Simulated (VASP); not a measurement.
# La16HO24 (a cell with a defect) (H interstitial hop between voids): single point with PBE

The system is La16HO24 (a cell with a defect) (H interstitial hop between voids).

```
La O H
1.0
     7.88115    0.00000    0.00000
    -3.94057    6.82527    0.00000
     0.00000    0.00000   12.37572
La O H
16 24 1
Direct
  0.33400 0.16830 0.37550
  0.16830 0.33422 0.12415
  0.33312 0.16633 0.87558
  0.16621 0.33337 0.62404
  0.33413 0.66599 0.37545
  0.16658 0.83349 0.12262
  0.33301 0.66710 0.87571
  0.16676 0.83350 0.62310
  0.83338 0.16675 0.37704
  0.66582 0.33415 0.12420
  0.83331 0.16690 0.87655
  0.66704 0.33317 0.62393
  0.83178 0.66607 0.37550
  0.66597 0.83198 0.12417
  0.83390 0.66701 0.87564
  0.66692 0.83407 0.62403
  0.33151 0.16311 0.17901
  0.16298 0.33155 0.32068
  0.00109 0.99923 0.99933
  0.33352 0.16697 0.67855
  0.16680 0.33359 0.82101
  0.99911 0.00105 0.50036
  0.33153 0.66868 0.17881
  0.16668 0.83353 0.32271
  0.00091 0.50204 0.99917
  0.33343 0.66685 0.67880
  0.16670 0.83353 0.81975
  0.99951 0.49856 0.50042
  0.83342 0.16685 0.17695
  0.66852 0.33156 0.32088
  0.49850 0.99960 0.99926
  0.83333 0.16684 0.67991
  0.66674 0.33351 0.82090
  0.50187 0.00078 0.50048
  0.83704 0.66865 0.17905
  0.66863 0.83728 0.32058
  0.50014 0.49984 0.00087
  0.83319 0.66670 0.67862
  0.66667 0.83339 0.82110
  0.49980 0.50046 0.49882
  0.50008 0.50014 0.25049
```

```yaml
Program: VASP 6.6.1
Task: single point
Functional: PBE
Potentials_or_basis: VASP PAW PBE potentials, release 64 (La, O, H)
Cutoff: 520 eV
k_mesh: 1 × 1 × 1
Occupations: fermi-dirac, width 0.01 eV
Spin: collinear spin
Fixed_moment: 1 μB
Dipole_correction: no
Further_INCAR_settings: LREAL = Auto; ALGO = Normal; EDIFF = 1e-06; NBANDS = 190
```

| Property | Result |
| --- | --- |
| Pressure | 1.0 GPa |
| Largest force | 0.029 eV/Å |
| Net moment | 1.00 μB per cell |
| Site moments | La -0.00, +0.00, +0.02; O +0.05, +0.00, +0.01; H +0.27 μB |
| Valence electrons inside the program's atomic spheres | La 8.58, 8.59; O 5.03, 4.93, 5.04; H 0.44 |

Forces on the atoms (eV/Å):
```
La   0.002 -0.018 -0.011
La  -0.017 -0.010  0.011
La   0.003 -0.010 -0.018
La  -0.008 -0.005  0.019
La  -0.015  0.011 -0.011
La   0.001  0.000  0.014
La  -0.006  0.008 -0.025
La  -0.003 -0.004  0.005
La   0.000  0.002 -0.012
La   0.016 -0.005  0.012
La   0.002 -0.005 -0.004
La   0.007 -0.001  0.028
La   0.017  0.011 -0.012
La   0.002  0.018  0.008
La   0.007  0.007 -0.024
La   0.001  0.006  0.024
O    0.000 -0.004 -0.004
O   -0.007  0.001  0.004
O    0.003  0.000  0.000
O   -0.003  0.001 -0.002
O    0.003 -0.002  0.008
O   -0.004  0.002 -0.003
O   -0.004  0.002 -0.002
O    0.000  0.000  0.017
O   -0.001  0.002  0.000
O   -0.001 -0.003 -0.005
O    0.001  0.000  0.005
O    0.000 -0.006  0.000
O   -0.001  0.003 -0.018
O    0.003 -0.001  0.004
O   -0.006 -0.002 -0.001
O    0.004  0.000 -0.008
O   -0.006  0.001  0.005
O    0.003  0.002 -0.003
O    0.003 -0.001 -0.009
O   -0.002  0.002  0.011
O    0.000 -0.001 -0.017
O    0.004  0.001 -0.006
O   -0.002  0.000  0.007
O    0.001 -0.002  0.015
H    0.000  0.000 -0.005
```

Stress tensor (GPa, compression positive):
```
1.20 0.00 0.00
0.00 1.20 0.00
0.00 0.00 0.51
```

Wall time 29 min on 1 thread of Intel Xeon 6975P-C (shared host), peak memory 1 GiB.

Caveat: the k points lie up to 0.92 Å⁻¹ apart; the total moment is fixed, so each spin has its own Fermi level.
